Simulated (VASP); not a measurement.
Set up this calculation in VASP 6.6.1, as the native input.

```
Task                   : single point
Functional             : PBE
Potentials or basis    : VASP PAW PBE potentials, release 64 (Al, N)
Cutoff                 : 520 eV
k mesh                 : 8 × 8 × 2
Occupations            : gaussian, width 0.05 eV
Spin                   : no spin polarisation
Dipole correction      : no
Further INCAR settings : ALGO = Normal; EDIFF = 1e-07; NBANDS = 36
```

The structure of AlN lies in POSCAR:

```
AlN
1.0
    2.1839935596     -2.1839935596      0.0000000000
    2.1839935596      0.0000000000     -2.1839935596
   11.2838211250      7.4620507951      7.4620507951
Al N
6 6
Direct
    0.6302298600      0.6302298600      0.0624666667
   -0.5225201400     -0.5225201400      0.8958000000
    0.1996798600      0.1996798600      0.2291333333
    0.3385798600      0.3385798600      0.5624666667
   -0.2308701400     -0.2308701400      0.3958000000
   -0.0919701400     -0.0919701400      0.7291333333
    0.4114923600      0.4114923600      0.4374666667
    0.8420423600      0.8420423600      0.2708000000
   -0.0190576400     -0.0190576400      0.6041333333
    0.1198423600      0.1198423600      0.9374666667
   -0.4496076400     -0.4496076400      0.7708000000
    0.2725923600      0.2725923600      0.1041333333
```

These files were run (other wordings do the same):

INCAR

```
PREC     = Accurate       # precision mode
ENCUT    = 520            # plane-wave cutoff, eV
EDIFF    = 1E-7           # SCF threshold, eV
ISMEAR   = 0              # smearing method
SIGMA    = 0.05           # smearing width, eV
LREAL    = False          # projectors in reciprocal space
LASPH    = True           # aspherical terms in the spheres
NELM     = 80             # most SCF steps
ALGO     = Normal         # electronic algorithm
ISIF     = 2              # what is computed and relaxed
LWAVE    = False          # write WAVECAR
LCHARG   = True           # write CHGCAR
GGA      = PE             # functional
LELF     = True           # ELF
LVHAR    = True         
NBANDS   = 36             # bands
```

KPOINTS

```
Automatic mesh
0
Gamma
  8 8 2
```

Potentials or basis: VASP PAW PBE potentials, release 64 (Al, N).

Command:

```console
$ cat potpaw_PBE.64/Al/POTCAR potpaw_PBE.64/N/POTCAR > POTCAR
$ mpirun -np 1 vasp_std > vasp.out
```

Results of the run:

The pressure is 2.5 GPa and the largest force is 0.826 eV/Å. The band gap on the k mesh is 3.25 eV (least direct gap 3.71 eV).

Wall time 5.4 min on 1 thread of Intel Xeon 8259CL, with other jobs on the host, peak memory 0.32 GiB.
